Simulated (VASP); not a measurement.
Input of a VASP 6.6.1 run:

INCAR

```
PREC     = Accurate       # precision mode
ENCUT    = 520            # plane-wave cutoff, eV
EDIFF    = 1E-7           # SCF threshold, eV
ISMEAR   = 0              # smearing method
SIGMA    = 0.1            # smearing width, eV
LREAL    = F              # projectors in reciprocal space
LASPH    = T              # aspherical terms in the spheres
NELM     = 80             # most SCF steps
ALGO     = Normal         # electronic algorithm
ISIF     = 2              # what is computed and relaxed
LWAVE    = F              # write WAVECAR
LCHARG   = F              # write CHGCAR
GGA      = PE             # functional
NBANDS   = 64             # bands
```

KPOINTS

```
Automatic mesh
0
Gamma
  4 4 2
```

POSCAR

```
Sn3GeO8
1.0
    3.3457949000     -3.3604079000      0.0000000000
    3.3457949000      3.3604079000      0.0000000000
    0.0000000000      0.0000000000      6.3189488000
Sn Ge O
3 1 8
Direct
    0.5000000000      0.5000000000      0.5000000000
    0.0000000000      0.0000000000      0.7564890000
    0.0000000000      0.0000000000      0.2435110000
    0.5000000000      0.5000000000      0.0000000000
    0.2071970000      0.2071970000      0.0000000000
    0.1923320000      0.1923320000      0.5000000000
    0.7928030000      0.7928030000      0.0000000000
    0.8076680000      0.8076680000      0.5000000000
    0.6871980000      0.3128020000      0.7659830000
    0.6871980000      0.3128020000      0.2340170000
    0.3128020000      0.6871980000      0.7659830000
    0.3128020000      0.6871980000      0.2340170000
```

Potentials or basis: VASP PAW PBE potentials, release 64 (Sn_d, Ge_d, O).

Run with:

```bash
$ cat potpaw_PBE.64/Sn_d/POTCAR potpaw_PBE.64/Ge_d/POTCAR potpaw_PBE.64/O/POTCAR > POTCAR
$ mpirun -np 1 vasp_std > vasp.out
```

Q: What does it give for the pressure?

A: 0.5 GPa.

Q: Estimate the band gap on the k mesh.

A: 0.62 eV.

Forces in eV/Å, atoms in the order of the input:
```
Sn   0.000  0.000  0.000
Sn   0.000  0.000  0.008
Sn   0.000  0.000 -0.008
Ge   0.000  0.000  0.000
O    0.055  0.000  0.000
O    0.016  0.000  0.000
O   -0.055  0.000  0.000
O   -0.016  0.000  0.000
O    0.000 -0.011  0.010
O    0.000 -0.011 -0.010
O    0.000  0.011  0.010
O    0.000  0.011 -0.010
```

Caveat: the k points lie up to 0.50 Å⁻¹ apart; semilocal functionals underestimate gaps, and a narrow one can read as zero; spin-orbit coupling is left out, which moves the levels of the heavy elements.
